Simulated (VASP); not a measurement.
# CuSi15 (F-43m) in VASP: single point with PBEsol+U

Aim: the single point of CuSi15 with PBEsol+U.

Program: VASP 6.6.1. These are calculated values, not measurements. Logs are shortened: lines on timing, memory, paths and dates and some standing lists are left out, and cuts for length are marked.

### Step 1. The cell of the first run

It takes space group F-43m (No. 216, cubic). The conventional cell has a = 10.874 Å, b = 10.874 Å, c = 10.874 Å, α = 90.00°, β = 90.00°, γ = 90.00°. Cu (site symmetry -43m) has 4 Si at 2.33 Å within 3.1 Å. Si (site symmetry 2mm) has 4 Si at 2.36 Å within 3.1 Å. Within 3.1 Å of Si (site symmetry -43m) lie 4 Si at 2.35 Å. Within 3.1 Å of Si (site symmetry 3m) lie 1 Cu at 2.33 Å and 3 Si at 2.36 Å. Si (site symmetry 3m) has 4 Si at 2.35 to 2.36 Å within 3.1 Å.

### Step 2. Single point, PBEsol+U, collinear spin

Input file INCAR:

```
SYSTEM = CuSi15
PREC = Accurate ; ENCUT = 520
EDIFF = 1E-6 ; ISMEAR = 0
SIGMA = 0.05 ; LREAL = Auto
LASPH = .TRUE. ; NELM = 150
ALGO = Normal ; ISIF = 2
LWAVE = .FALSE. ; LCHARG = .FALSE.
ISPIN = 2 ; MAGMOM = 3 0 0 0 0 0 0 0 0 0 0 0 0 0 0 0
LORBIT = 11 ; LMAXMIX = 4
LDAU = .TRUE. ; LDAUTYPE = 2
LDAUL = 2 -1 ; LDAUU = 5 0
LDAUJ = 0 0 ; LDAUPRINT = 1
GGA = PS ; NBANDS = 54
```

Input file KPOINTS:

```
regular mesh
0
G
  3 3 3
  0 0 0
```

Input file POSCAR:

```
CuSi15
1.0
    0.0000000000      5.4370000000      5.4370000000
    5.4370000000      0.0000000000      5.4370000000
    5.4370000000      5.4370000000      0.0000000000
Cu Si
1 15
Direct
    0.0000000000      0.0000000000      0.0000000000
    0.0002682891      0.0002682891      0.4997317109
    0.0002682891      0.4997317109      0.0002682891
    0.0002682891      0.4997317109      0.4997317109
    0.4997317109      0.0002682891      0.0002682891
    0.4997317109      0.0002682891      0.4997317109
    0.4997317109      0.4997317109      0.0002682891
    0.5000000000      0.5000000000      0.5000000000
    0.1235515995      0.1235515995      0.1235515995
    0.1235515995      0.1235515995      0.6293452016
    0.1235515995      0.6293452016      0.1235515995
    0.1249634952      0.6250121683      0.6250121683
    0.6293452016      0.1235515995      0.1235515995
    0.6250121683      0.1249634952      0.6250121683
    0.6250121683      0.6250121683      0.1249634952
    0.6250121683      0.6250121683      0.6250121683
```

Potentials or basis: VASP PAW PBE potentials, release 64 (Cu, Si).

Command:

```sh
cat potpaw_PBE.64/Cu/POTCAR potpaw_PBE.64/Si/POTCAR > POTCAR
mpirun -np 1 vasp_std > vasp.out
```

OUTCAR:

```text
SYSTEM = CuSi15
   PREC = Accurate
   ENCUT = 520
   EDIFF = 1E-6
   ISMEAR = 0
   LREAL = Auto
   LASPH = .TRUE.
   NELM = 150
   ISIF = 2
   ISPIN = 2
   LORBIT = 11
   GGA = PS

 ion  position               nearest neighbor table
   1  0.000  0.000  0.000-  10 2.33  11 2.33  13 2.33   9 2.33
   2  0.000  0.000  0.500-  12 2.36  14 2.36   9 2.36  10 2.36
   3  0.000  0.500  0.000-  12 2.36  15 2.36   9 2.36  11 2.36
   4  0.000  0.500  0.500-  16 2.36  12 2.36  10 2.36  11 2.36
   5  0.500  0.000  0.000-  14 2.36  15 2.36   9 2.36  13 2.36
   6  0.500  0.000  0.500-  16 2.36  14 2.36  10 2.36  13 2.36
[... 8 lines left out ...]
  15  0.625  0.625  0.125-   8 2.35   5 2.36   3 2.36   7 2.36
  16  0.625  0.625  0.625-   8 2.35   6 2.36   7 2.36   4 2.36

  LATTYP: Found a face centered cubic cell.
 ALAT       =    10.8740000000

  Lattice vectors:

 A1 = (   0.0000000000,   5.4370000000,   5.4370000000)
 A2 = (   5.4370000000,   0.0000000000,   5.4370000000)
 A3 = (   5.4370000000,   5.4370000000,   0.0000000000)

Analysis of symmetry for initial positions (statically):
=====================================================================
 Subroutine PRICEL returns:
 Original cell was already a primitive cell.

 Routine SETGRP: Setting up the symmetry group for a
 face centered cubic supercell.

 Subroutine GETGRP returns: Found 24 space group operations
 (whereof 24 operations were pure point group operations)
 out of a pool of 48 trial point group operations.

The static configuration has the point symmetry T_d .

Analysis of symmetry for dynamics (positions and initial velocities):
=====================================================================
 Subroutine PRICEL returns:
 Original cell was already a primitive cell.

 Routine SETGRP: Setting up the symmetry group for a
 face centered cubic supercell.

 Subroutine GETGRP returns: Found 24 space group operations
 (whereof 24 operations were pure point group operations)
 out of a pool of 48 trial point group operations.

The dynamic configuration has the point symmetry T_d .

Analysis of structural, dynamic, and magnetic symmetry:
=====================================================================
 Subroutine PRICEL returns:
 Original cell was already a primitive cell.

 Routine SETGRP: Setting up the symmetry group for a
 face centered cubic supercell.

 Subroutine GETGRP returns: Found 24 space group operations
 (whereof 24 operations were pure point group operations)
 out of a pool of 48 trial point group operations.

The overall configuration has the point symmetry T_d .

 Subroutine INISYM returns: Found 24 space group operations
 (whereof 24 operations are pure point group operations),
 and found     1 'primitive' translations

----------------------------------------------------------------------------------------

                                     Primitive cell

  volume of cell :     321.4460

  direct lattice vectors                    reciprocal lattice vectors
     0.000000000  5.437000000  5.437000000    -0.091962479  0.091962479  0.091962479
     5.437000000  0.000000000  5.437000000     0.091962479 -0.091962479  0.091962479
     5.437000000  5.437000000  0.000000000     0.091962479  0.091962479 -0.091962479

  length of vectors
     7.689079139  7.689079139  7.689079139     0.159283687  0.159283687  0.159283687

  position of ions in fractional coordinates (direct lattice)
     0.000000000  0.000000000  0.000000000
     0.000268289  0.000268289  0.499731711
     0.000268289  0.499731711  0.000268289
     0.000268289  0.499731711  0.499731711
     0.499731711  0.000268289  0.000268289
     0.499731711  0.000268289  0.499731711
[... 8 lines left out ...]
     0.625012168  0.625012168  0.124963495
     0.625012168  0.625012168  0.625012168

  ion indices of the primitive-cell ions
   primitive index   ion index
                 1           1
                 2           2
                 3           3
                 4           4
[... 97 lines left out ...]
   LRPA    =     F    only Hartree local field effects (RPA)
 spin polarized calculation
 Gauss-broadening in eV      SIGMA  =   0.05
  energy-cutoff  :      520.00
  volume of cell :      321.45
 maximum number of plane-waves:      8682
 NGX is ok and might be reduce to    60
   NGX = 29   NGY = 29   NGZ = 29

 number of electron      71.0000002 magnetization       0.3082756

atom =   1  type =  1  l = 2

 onsite density matrix

spin component  1

  0.9231  0.0000 -0.0000 -0.0000 -0.0000
  0.0000  0.9231 -0.0000 -0.0000 -0.0000
 -0.0000 -0.0000  0.9418  0.0000 -0.0000
 -0.0000 -0.0000  0.0000  0.9231 -0.0000
 -0.0000 -0.0000 -0.0000 -0.0000  0.9418

spin component  2

  0.9231  0.0000 -0.0000 -0.0000  0.0000
  0.0000  0.9231 -0.0000 -0.0000 -0.0000
 -0.0000 -0.0000  0.9418  0.0000 -0.0000
 -0.0000 -0.0000  0.0000  0.9231 -0.0000
  0.0000 -0.0000 -0.0000 -0.0000  0.9418

 occupancies and eigenvectors

  o =  0.9231  v =  1.0000  0.0000  0.0000  0.0000  0.0000  0.0000  0.0000  0.0000  0.0000  0.0000      0.0000  0.0000  0.0000  0.0000  0.0000  0.0000  0.0000  0.0000  0.0000  0.0000
  o =  0.9231  v =  0.0000 -0.2173  0.0000 -0.9761 -0.0000  0.0000  0.0000  0.0000  0.0000  0.0000      0.0000  0.0000  0.0000  0.0000  0.0000  0.0000  0.0000  0.0000  0.0000  0.0000
  o =  0.9231  v =  0.0000  0.9761  0.0000 -0.2173  0.0000  0.0000  0.0000  0.0000  0.0000  0.0000      0.0000  0.0000  0.0000  0.0000  0.0000  0.0000  0.0000  0.0000  0.0000  0.0000
  o =  0.9231  v =  0.0000  0.0000  0.0000  0.0000  0.0000  0.0000 -0.7625 -0.0000  0.6470  0.0000      0.0000  0.0000  0.0000  0.0000  0.0000  0.0000  0.0000  0.0000  0.0000  0.0000
  o =  0.9231  v =  0.0000  0.0000  0.0000  0.0000  0.0000  1.0000  0.0000  0.0000  0.0000  0.0000      0.0000  0.0000  0.0000  0.0000  0.0000  0.0000  0.0000  0.0000  0.0000  0.0000
  o =  0.9231  v =  0.0000  0.0000  0.0000  0.0000  0.0000  0.0000 -0.6470 -0.0000 -0.7625 -0.0000      0.0000  0.0000  0.0000  0.0000  0.0000  0.0000  0.0000  0.0000  0.0000  0.0000
  o =  0.9418  v =  0.0000  0.0000 -1.0000 -0.0000 -0.0039  0.0000  0.0000  0.0000  0.0000  0.0000      0.0000  0.0000  0.0000  0.0000  0.0000  0.0000  0.0000  0.0000  0.0000  0.0000
  o =  0.9418  v =  0.0000 -0.0000 -0.0039 -0.0000  1.0000  0.0000  0.0000  0.0000  0.0000  0.0000      0.0000  0.0000  0.0000  0.0000  0.0000  0.0000  0.0000  0.0000  0.0000  0.0000
  o =  0.9418  v =  0.0000  0.0000  0.0000  0.0000  0.0000  0.0000  0.0000 -1.0000  0.0000  0.0036      0.0000  0.0000  0.0000  0.0000  0.0000  0.0000  0.0000  0.0000  0.0000  0.0000
  o =  0.9418  v =  0.0000  0.0000  0.0000  0.0000  0.0000  0.0000 -0.0000  0.0036 -0.0000  1.0000      0.0000  0.0000  0.0000  0.0000  0.0000  0.0000  0.0000  0.0000  0.0000  0.0000

 number of electron      71.0000002 magnetization      -0.0039243

 Free energy of the ion-electron system (eV)
  ---------------------------------------------------
  ext. energy  EPLUGINS =         0.00000000
  ---------------------------------------------------
  free energy    TOTEN  =       -87.14435421 eV

  energy without entropy =      -87.13533989  energy(sigma->0) =      -87.13984705

 E-fermi :   5.6897     XC(G=0):  -9.5772

 val. band max:        4.9945666418   @ k =   0.0000   0.0000   0.0000
 cond. band min:       5.7180348193   @ k =   0.3333   0.3333   0.0000
 fundamental gap:      0.7234681775
 Fermi energy:         5.6897170040

 spin component 1

 k-point     1 :       0.0000    0.0000    0.0000
  band No.  band energies     occupation
      1      -6.2836      1.00000
      2      -4.0806      1.00000
      3      -4.0806      1.00000
      4      -4.0806      1.00000
      5      -3.5753      1.00000
      6      -2.2967      1.00000
[... 189 lines left out ...]
     46       9.0629      0.00000
     47       9.2240      0.00000
 Fermi energy:         5.6897170040

 spin component 2

 k-point     1 :       0.0000    0.0000    0.0000
  band No.  band energies     occupation
      1      -6.2838      1.00000
      2      -4.0808      1.00000
      3      -4.0808      1.00000
      4      -4.0808      1.00000
      5      -3.5756      1.00000
      6      -2.2968      1.00000
[... 189 lines left out ...]
     46       9.0628      0.00000
     47       9.2238      0.00000
 [bands above 47 left out]

------------------------ aborting loop because EDIFF is reached ----------------------------------------

  FORCE on cell =-STRESS in cart. coord.  units (eV):
  Direction    XX          YY          ZZ          XY          YZ          ZX
  --------------------------------------------------------------------------------------
  -------------------------------------------------------------------------------------
  Total       -2.3441005     -2.3441005     -2.3441005      0.0000000      0.0000000      0.0000000
  in kB      -11.6836576    -11.6836576    -11.6836576      0.0000000      0.0000000      0.0000000
  external PRESSURE =     -11.6836576 kB  Pullay stress =       0.0000000 kB

 VOLUME and BASIS-vectors are now :
 -----------------------------------------------------------------------------
  energy-cutoff  :      520.00
  volume of cell :      321.45
      direct lattice vectors                 reciprocal lattice vectors
     0.000000000  5.437000000  5.437000000    -0.091962479  0.091962479  0.091962479
     5.437000000  0.000000000  5.437000000     0.091962479 -0.091962479  0.091962479
     5.437000000  5.437000000  0.000000000     0.091962479  0.091962479 -0.091962479

 POSITION                                       TOTAL-FORCE (eV/Angst)
 -----------------------------------------------------------------------------------
      0.00000      0.00000      0.00000        -0.000000     -0.000000     -0.000000
      2.71850      2.71850      0.00292        -0.000000     -0.000000     -0.004043
      2.71850      0.00292      2.71850        -0.000000     -0.004043     -0.000000
      5.43408      2.71850      2.71850         0.004043     -0.000000     -0.000000
      0.00292      2.71850      2.71850        -0.004043     -0.000000     -0.000000
      2.71850      5.43408      2.71850        -0.000000      0.004043     -0.000000
[... 8 lines left out ...]
      4.07762      4.07762      6.79638         0.000210      0.000210     -0.000210
      6.79638      6.79638      6.79638        -0.000210     -0.000210     -0.000210
 -----------------------------------------------------------------------------------
    total drift:                               -0.000000     -0.000000     -0.000000

  FREE ENERGIE OF THE ION-ELECTRON SYSTEM (eV)
  ---------------------------------------------------
  free  energy   TOTEN  =       -87.1443542117 eV

  energy  without entropy=      -87.1353398874  energy(sigma->0) =      -87.13984705

 total charge

# of ion       s       p       d       tot
------------------------------------------
    1        0.528   0.390   9.284  10.201
    2        0.759   0.920   0.000   1.679
    3        0.759   0.920   0.000   1.679
    4        0.759   0.920   0.000   1.679
    5        0.759   0.920   0.000   1.679
    6        0.759   0.920   0.000   1.679
[... 8 lines left out ...]
   15        0.753   0.934   0.000   1.687
   16        0.753   0.934   0.000   1.687
--------------------------------------------------
tot         11.980  14.059   9.284  35.323

 magnetization (x)

# of ion       s       p       d       tot
------------------------------------------
    1        0.000  -0.000  -0.000  -0.000
    2        0.000  -0.000   0.000  -0.000
    3        0.000  -0.000   0.000  -0.000
    4        0.000  -0.000   0.000  -0.000
    5        0.000  -0.000   0.000  -0.000
    6        0.000  -0.000   0.000  -0.000
[... 8 lines left out ...]
   15        0.000   0.000   0.000   0.000
   16        0.000   0.000   0.000   0.000
--------------------------------------------------
tot         -0.000  -0.001  -0.000  -0.001
```

Run time: 4.7 min. Hardware: 1 thread of Intel Xeon 6975P-C (Granite Rapids), shared host; peak memory 0.67 GiB.

What came out:

```
Free energy                                           : -87.1444 eV
Pressure                                              : -1.2 GPa
Largest force                                         : 0.070 eV/Å
Net moment                                            : 0.00 μB per cell
Valence electrons inside the program's atomic spheres : Cu 10.20; Si 1.68, 1.69, 1.65 (each value once)
```

Forces in eV/Å, atoms in the order of the input:
```
Cu   0.000  0.000  0.000
Si   0.000  0.000 -0.004
Si   0.000 -0.004  0.000
Si   0.004  0.000  0.000
Si  -0.004  0.000  0.000
Si   0.000  0.004  0.000
Si   0.000  0.000  0.004
Si   0.000  0.000  0.000
Si  -0.040 -0.040 -0.040
Si   0.040  0.040 -0.040
Si   0.040 -0.040  0.040
Si   0.000  0.000  0.000
Si  -0.040  0.040  0.040
Si   0.000  0.000  0.000
Si   0.000  0.000  0.000
Si   0.000  0.000  0.000
```

Eigenvalues of the final occupation matrices:
```csv
site,spin,trace,eigenvalues
site 1 d,1,4.65,0.92 0.92 0.92 0.94 0.94
site 1 d,2,4.65,0.92 0.92 0.92 0.94 0.94
```

Caveat: the PAW data sets were made with another functional, which shifts forces and pressure a little; the U is typed as a test and isn't derived for this compound.
